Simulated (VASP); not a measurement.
# Bi3Br2 (P-6m2) in VASP: further runs

Runs on Bi3Br2. Level: PBE. Tasks: single point, relaxation of cell and atoms.

All numbers are computed with VASP 6.6.1; they aren't measurements. Logs are shortened: lines on timing, memory, paths and dates and some standing lists are left out, and cuts for length are marked.

## Step 1: The cell of the first run

It takes space group P-6m2 (No. 187, hexagonal). Conventional cell: a = 6.492 Å, b = 6.492 Å, c = 8.795 Å, α = 90.00°, β = 90.00°, γ = 120.00°. Within 4.0 Å of Bi (site symmetry mm2) lie 4 Bi at 3.06 to 3.44 Å and 2 Br at 3.21 Å. Within 4.2 Å of Br (site symmetry 3m) lie 3 Bi at 3.21 Å and 1 Br at 3.76 Å.

The cell was generated, and may not be a known phase.

## Step 2: Single point, PBE

INCAR

```
SYSTEM = Bi3Br2
ALGO     = Normal         ! electronic algorithm
EDIFF    = 1E-7           ! SCF threshold, eV
ENCUT    = 520            ! plane-wave cutoff, eV
GGA      = PE             ! functional
ISIF     = 2              ! what is computed and relaxed
ISMEAR   = 0              ! smearing method
LASPH    = .True.         ! aspherical terms in the spheres
LCHARG   = .False.        ! write CHGCAR
LREAL    = .False.        ! projectors in reciprocal space
LWAVE    = .False.        ! write WAVECAR
NBANDS   = 38             ! bands
NELM     = 80             ! most SCF steps
PREC     = Accurate       ! precision mode
SIGMA    = 0.1            ! smearing width, eV
```

KPOINTS

```
k-points
0
Gamma
  6 6 4
  0 0 0
```

POSCAR

```
Bi3Br2
1.0
    6.4916830381      0.0000000000      0.0000000000
   -3.2458415190      5.6219624243      0.0000000000
    0.0000000000      0.0000000000      8.7945064948
Bi Br
3 2
Direct
    0.5097555684      0.0195111369      0.0000000000
   -0.0195111369      0.4902444316      0.0000000000
    0.5097555684      0.4902444316      0.0000000000
    0.3333333333      0.6666666667      0.2864213203
    0.3333333333      0.6666666667      0.7135786797
```

Potentials or basis: VASP PAW PBE potentials, release 64 (Bi_d, Br).

On the command line:

```
cat potpaw_PBE.64/Bi_d/POTCAR potpaw_PBE.64/Br/POTCAR > POTCAR
mpirun -np 1 vasp_std > vasp.out
```

OUTCAR:

```text
SYSTEM = Bi3Br2
   EDIFF = 1E-7
   ENCUT = 520
   GGA = PE
   ISIF = 2
   ISMEAR = 0
   LASPH = .True.
   LREAL = .False.
   NELM = 80
   PREC = Accurate

 ion  position               nearest neighbor table
   1  0.510  0.020  0.000-   3 3.06   2 3.06   4 3.21   5 3.21   3 3.44   2 3.44
   2  0.980  0.490  0.000-   3 3.06   1 3.06   4 3.21   5 3.21   3 3.44   1 3.44
   3  0.510  0.490  0.000-   1 3.06   2 3.06   4 3.21   5 3.21   1 3.44   2 3.44
   4  0.333  0.667  0.286-   3 3.21   1 3.21   2 3.21
   5  0.333  0.667  0.714-   3 3.21   1 3.21   2 3.21

  LATTYP: Found a hexagonal cell.
 ALAT       =     6.4916830381
 C/A-ratio  =     1.3547344261

  Lattice vectors:

 A1 = (   6.4916830381,   0.0000000000,   0.0000000000)
 A2 = (  -3.2458415190,   5.6219624243,   0.0000000000)
 A3 = (   0.0000000000,   0.0000000000,   8.7945064948)

Analysis of symmetry for initial positions (statically):
=====================================================================
 Subroutine PRICEL returns:
 Original cell was already a primitive cell.

 Routine SETGRP: Setting up the symmetry group for a
 hexagonal supercell.

 Subroutine GETGRP returns: Found 12 space group operations
 (whereof 12 operations were pure point group operations)
 out of a pool of 24 trial point group operations.

The static configuration has the point symmetry D_3h.

Analysis of symmetry for dynamics (positions and initial velocities):
=====================================================================
 Subroutine PRICEL returns:
 Original cell was already a primitive cell.

 Routine SETGRP: Setting up the symmetry group for a
 hexagonal supercell.

 Subroutine GETGRP returns: Found 12 space group operations
 (whereof 12 operations were pure point group operations)
 out of a pool of 24 trial point group operations.

The dynamic configuration has the point symmetry D_3h.

 Subroutine INISYM returns: Found 12 space group operations
 (whereof 12 operations are pure point group operations),
 and found     1 'primitive' translations

[... 90 lines left out ...]
   ISPIN  =      1    spin polarized calculation?
   LNONCOLLINEAR =      F non collinear calculations
   LSORBIT =      F    spin-orbit coupling
   LASPH  =      T    aspherical Exc in radial PAW
   ENCUT  =  520.0 eV  38.22 Ry    6.18 a.u.  12.07 12.07 16.35*2*pi/ulx,y,z
   NELM   =     80;   NELMIN=  2; NELMDL= -5     # of ELM steps
   EDIFF  = 0.1E-06   stopping-criterion for ELM
   LREAL  =      F    real-space projection
   EDIFFG = 0.1E-05   stopping-criterion for IOM
   NSW    =      0    number of steps for IOM
   IBRION =     -1    ionic relax: 0-MD 1-quasi-New 2-CG
   NFREE  =      0    steps in history (QN), initial steepest desc. (CG)
   ISIF   =      2    stress and relaxation
   ISYM   =      2    0-nonsym 1-usesym 2-fastsym
   POTIM  = 0.5000    time-step for ionic-motion
   TEBEG  =    0.0;   TEEND  =   0.0 temperature during run
   PSTRESS=    0.0 pullay stress
   NELECT =      59.0000    total number of electrons
   NUPDOWN=      -1.0000    fix difference up-down
   EMIN   =  10.00;   EMAX   =-10.00  energy-range for DOS
   EFERMI =   0.00;   METHOD = LEGACY
   ISMEAR =     0;   SIGMA  =   0.10  broadening in eV -4-tet -1-fermi 0-gaus
   EFERMI_NEDOS =   21; number of points for ismear=-14 and -15
   IALGO  =     38    algorithm
   IMIX   =      4    mixing-type and parameters
     AMIX     =   0.40;   BMIX     =  1.00
     AMIX_MAG =   1.60;   BMIX_MAG =  1.00
  volume/ion in A,a.u.               =      64.19       433.19
  Fermi-wavevector in a.u.,A,eV,Ry     =   0.930836  1.759025 11.788850  0.866456
  Thomas-Fermi vector in A             =   2.057266
   LORBIT       =      0    0 simple, 1 ext, 2 COOP (PROOUT), +10 PAW based schemes
   GGA     = PE    functional components
   LHFCALC =     F    Hartree Fock is set to
   AEXX    =    0.0000 exact exchange contribution
   IVDW    =     0    specifies the selected vdW correction
   LEPSILON=     F    determine dielectric tensor
   LRPA    =     F    only Hartree local field effects (RPA)
 non-spin polarized calculation
 Gauss-broadening in eV      SIGMA  =   0.10
  energy-cutoff  :      520.00
  volume of cell :      320.96
 maximum number of plane-waves:      8684
   NGX = 25   NGY = 25   NGZ = 33

 number of electron      59.0000010 magnetization

 Free energy of the ion-electron system (eV)
  ---------------------------------------------------
  ext. energy  EPLUGINS =         0.00000000
  ---------------------------------------------------
  free energy    TOTEN  =       -14.63203415 eV

  energy without entropy =      -14.56952995  energy(sigma->0) =      -14.60078205

 E-fermi :  -0.4665     XC(G=0):  -5.8470

 val. band max:       -0.4789484878   @ k =   0.3333   0.1667   0.5000
 cond. band min:      -0.4619941886   @ k =   0.3333   0.3333   0.2500
 fundamental gap:      0.0169542992
 Fermi energy:        -0.4665114309

 k-point     1 :       0.0000    0.0000    0.0000
  band No.  band energies     occupation
      1     -23.2645      2.00000
      2     -23.1706      2.00000
      3     -23.1706      2.00000
      4     -23.1521      2.00000
      5     -23.0750      2.00000
      6     -23.0750      2.00000
[... 850 lines left out ...]
     37       5.3726      0.00000
     38       5.7136      0.00000

------------------------ aborting loop because EDIFF is reached ----------------------------------------

  FORCE on cell =-STRESS in cart. coord.  units (eV):
  Direction    XX          YY          ZZ          XY          YZ          ZX
  --------------------------------------------------------------------------------------
  -------------------------------------------------------------------------------------
  Total       -0.1112555     -0.1112555      0.0224827     -0.0000000      0.0000000      0.0000000
  in kB       -0.5553611     -0.5553611      0.1122282     -0.0000000      0.0000000      0.0000000
  external PRESSURE =      -0.3328313 kB  Pullay stress =       0.0000000 kB

 VOLUME and BASIS-vectors are now :
 -----------------------------------------------------------------------------
  energy-cutoff  :      520.00
  volume of cell :      320.96
      direct lattice vectors                 reciprocal lattice vectors
     6.491683038  0.000000000  0.000000000     0.154043257  0.088936916  0.000000000
    -3.245841519  5.621962424  0.000000000     0.000000000  0.177873832  0.000000000
     0.000000000  0.000000000  8.794506495     0.000000000  0.000000000  0.113707347

 POSITION                                       TOTAL-FORCE (eV/Angst)
 -----------------------------------------------------------------------------------
      3.24584      0.10969      0.00000        -0.000000     -0.020182     -0.000000
      4.77377      2.75614      0.00000         0.017478      0.010091     -0.000000
      1.71792      2.75614      0.00000        -0.017478      0.010091     -0.000000
     -0.00000      3.74797      2.51893         0.000000      0.000000     -0.010979
     -0.00000      3.74797      6.27557        -0.000000      0.000000      0.010979
 -----------------------------------------------------------------------------------
    total drift:                                0.000001     -0.000001     -0.000000

  FREE ENERGIE OF THE ION-ELECTRON SYSTEM (eV)
  ---------------------------------------------------
  free  energy   TOTEN  =       -14.6320341465 eV

  energy  without entropy=      -14.5695299538  energy(sigma->0) =      -14.60078205
```

stdout:

```text
POSCAR found type information on POSCAR BiBr
 POSCAR found :  2 types and       5 ions
 scaLAPACK will be used
 LDA part: xc-table for (Slater+PW92), standard interpolation
 POSCAR, INCAR and KPOINTS ok, starting setup
 FFT: planning ... GRIDC
 FFT: planning ... GRID_SOFT
 FFT: planning ... GRID
 WAVECAR not read
 entering main loop
```

Wall time 2.5 min (1 thread of AMD EPYC 9R45 (Zen 5), shared host); peak memory 0.5 GiB.

What came out:

| Quantity | Value |
| --- | --- |
| Free energy | -14.6320 eV |
| Pressure | 0.0 GPa |
| Largest force | 0.020 eV/Å |
| Band gap on the k mesh | zero (an odd number of electrons rules out a gap without spin polarisation) |

Forces on the atoms (eV/Å):
```
Bi   0.000 -0.020  0.000
Bi   0.017  0.010  0.000
Bi  -0.017  0.010  0.000
Br   0.000  0.000 -0.011
Br   0.000  0.000  0.011
```

Caveat: spin-orbit coupling is left out, which moves the levels of the heavy elements; this functional lacks dispersion, which binds layers or chains, so the pressure and a relaxed spacing across them are unreliable.

## Step 3: Single point, PBE

This run uses another cell than the first one, of 65.08 Å³/atom.

INCAR

```
ALGO = Normal
EDIFF = 1E-6
ENCUT = 520
GGA = PE
ISIF = 2
ISMEAR = 0
LASPH = True
LCHARG = False
LREAL = False
LWAVE = False
NBANDS = 38
NELM = 100
PREC = Accurate
SIGMA = 0.1
```

KPOINTS

```
k-points
0
Gamma
  6 6 4
```

POSCAR

```
Bi3Br2
1.0
    6.4723045405      0.0000000000      0.0000000000
   -3.2361522702      5.6051801531      0.0000000000
    0.0000000000      0.0000000000      8.9694559069
Bi Br
3 2
Direct
    0.5092751908      0.0185503817      0.0000000000
    0.9814496183      0.4907248092      0.0000000000
    0.5092751908      0.4907248092      0.0000000000
    0.3333333333      0.6666666667      0.2813893404
    0.3333333333      0.6666666667      0.7186106596
```

Potentials or basis: VASP PAW PBE potentials, release 64 (Bi_d, Br).

On the command line:

```
cat potpaw_PBE.64/Bi_d/POTCAR potpaw_PBE.64/Br/POTCAR > POTCAR
mpirun -np 1 vasp_std > vasp.out
```

It took 2.4 min on 1 thread of AMD EPYC 9R45 (Zen 5), shared host; peak memory 0.49 GiB.

It converged, with:

```yaml
Free_energy: -14.6336 eV
Pressure: 0.0 GPa
Largest_force: 0.009 eV/Å
Band_gap_on_the_k_mesh: zero (an odd number of electrons rules out a gap without spin polarisation)
```

Forces on the atoms (eV/Å):
```
Bi   0.000 -0.009  0.000
Bi   0.008  0.004  0.000
Bi  -0.008  0.004  0.000
Br   0.000  0.000  0.001
Br   0.000  0.000 -0.001
```

Levels at points of the mesh, in eV from the Fermi level:
```
           k point  band 27  band 28  band 29  band 30  band 31  band 32  band 33  band 34
(0.00, 0.00, 0.00)    -1.21    -1.21    -1.09    -0.07     1.86     1.86     3.62     4.49
(0.50, 0.00, 0.00)    -1.26    -0.21     0.02     0.03     1.14     1.35     1.73     1.90
(0.00, 0.00, 0.50)    -1.14    -1.14    -0.48    -0.38     1.80     1.80     3.80     4.49
(0.50, 0.00, 0.50)    -0.98    -0.17    -0.07     0.04     1.16     1.47     1.57     1.84
```

Caveat: spin-orbit coupling is left out, which moves the levels of the heavy elements; this functional lacks dispersion, which binds layers or chains, so the pressure and a relaxed spacing across them are unreliable.

## Step 4: Relaxation of cell and atoms, PBE

This run uses another cell than the first one, of 34.60 Å³/atom.

INCAR

```
SYSTEM = Bi3Br2
PREC = Accurate
ENCUT = 600
EDIFF = 1E-6
ISMEAR = 0
SIGMA = 0.1
LREAL = .FALSE.
LASPH = .TRUE.
NELM = 100
ALGO = Normal
ISIF = 3
LWAVE = .FALSE.
LCHARG = .FALSE.
GGA = PE
IBRION = 2
NSW = 90
EDIFFG = -0.04
```

KPOINTS

```
Automatic mesh
0
G
  6 6 4
  0 0 0
```

POSCAR

```
Bi3Br2
1.0
    5.3596240619      0.0000000000      0.0000000000
   -2.6798120309      4.6415705923      0.0000000000
    0.0000000000      0.0000000000      6.9533766163
Bi Br
3 2
Direct
    0.5000000000      0.0000000000      0.0000000000
    0.0000000000      0.5000000000      0.0000000000
    0.5000000000      0.5000000000      0.0000000000
    0.3333333333      0.6666666667      0.2208985330
    0.3333333333      0.6666666667      0.7791014670
```

On the command line:

```
cat potpaw_PBE.64/Bi_d/POTCAR potpaw_PBE.64/Br/POTCAR > POTCAR
mpirun -np 1 vasp_std > vasp.out
```

It took 58 min on 1 thread of AMD EPYC 9R45 (Zen 5), shared host; peak memory 0.4 GiB.

It converged, with:

| Item | Value |
| --- | --- |
| Free energy | -14.6070 eV |
| Relaxed volume | 62.95 Å³/atom |
| Relaxed cell | a = 6.476 Å, b = 6.476 Å, c = 8.666 Å, α = 90.00°, β = 90.00°, γ = 120.00° |
| Space group after relaxing (to 0.1 Å) | P-6m2 (No. 187) |
| Pressure after relaxing | 0.0 GPa |
| Largest force after relaxing | 0.035 eV/Å |
| Band gap on the k mesh | zero (an odd number of electrons rules out a gap without spin polarisation) |

Forces on the atoms (eV/Å):
```
Bi   0.000 -0.035  0.000
Bi   0.031  0.018  0.000
Bi  -0.031  0.018  0.000
Br   0.000  0.000 -0.030
Br   0.000  0.000  0.030
```

Final structure:
```
CELL_PARAMETERS angstrom
6.47603 0.00000 0.00000
-3.23802 5.60841 0.00000
0.00000 0.00000 8.66648
ATOMIC_POSITIONS crystal
Bi 0.50964 0.01928 0.00000
Bi 0.98072 0.49036 0.00000
Bi 0.50964 0.49036 0.00000
Br 0.33333 0.66667 0.29156
Br 0.33333 0.66667 0.70844
```

Levels at points of the mesh, in eV from the Fermi level:
| k point | band 28 | band 29 | band 30 | band 31 | band 32 | band 33 |
| --- | --- | --- | --- | --- | --- | --- |
| (0.00, 0.00, 0.00) | -1.24 | -1.24 | 0.00 | 1.86 | 1.86 | 3.59 |
| (0.50, 0.00, 0.00) | -0.23 | 0.03 | 0.03 | 1.16 | 1.34 | 1.78 |
| (0.00, 0.00, 0.50) | -1.12 | -0.46 | -0.34 | 1.78 | 1.78 | 3.82 |
| (0.50, 0.00, 0.50) | -0.17 | -0.12 | 0.03 | 1.19 | 1.42 | 1.64 |

Caveat: the volume moved by over 15 % at a fixed basis, so the end points are rough; spin-orbit coupling is left out, which moves the levels of the heavy elements; this functional lacks dispersion, which binds layers or chains, so the pressure and a relaxed spacing across them are unreliable.

## Step 5: Summary

| task | cell | cutoff (eV) | gap on the mesh (eV) | pressure (GPa) | largest force (eV/Å) |
| --- | --- | --- | --- | --- | --- |
| single point | a = 6.492, b = 6.492, c = 8.795 Å, angles 90.0, 90.0, 120.0°, 5 atoms, atomic positions A | 520 | none | 0.0 | 0.02 |
| single point | a = 6.472, b = 6.472, c = 8.969 Å, angles 90.0, 90.0, 120.0°, 5 atoms, atomic positions B | 520 | none | 0.0 | 0.01 |
| relaxation of cell and atoms | relaxed from a = 5.360, b = 5.360, c = 6.953 Å, angles 90.0, 90.0, 120.0°, 5 atoms, atomic positions C | 600 | none | 0.0 | 0.04 |

Alike in all rows: level PBE; potentials or basis VASP PAW PBE potentials, release 64 (Bi_d, Br); no spin polarisation; k mesh 6 × 6 × 4; smearing gaussian 0.1 eV.

Caveats: spin-orbit coupling is left out, which moves the levels of the heavy elements; this functional lacks dispersion, which binds layers or chains, so the pressure and a relaxed spacing across them are unreliable; the volume moved by over 15 % at a fixed basis, so the end points are rough (at least some runs).

Absolute energies hang on the potentials; compare differences alone.
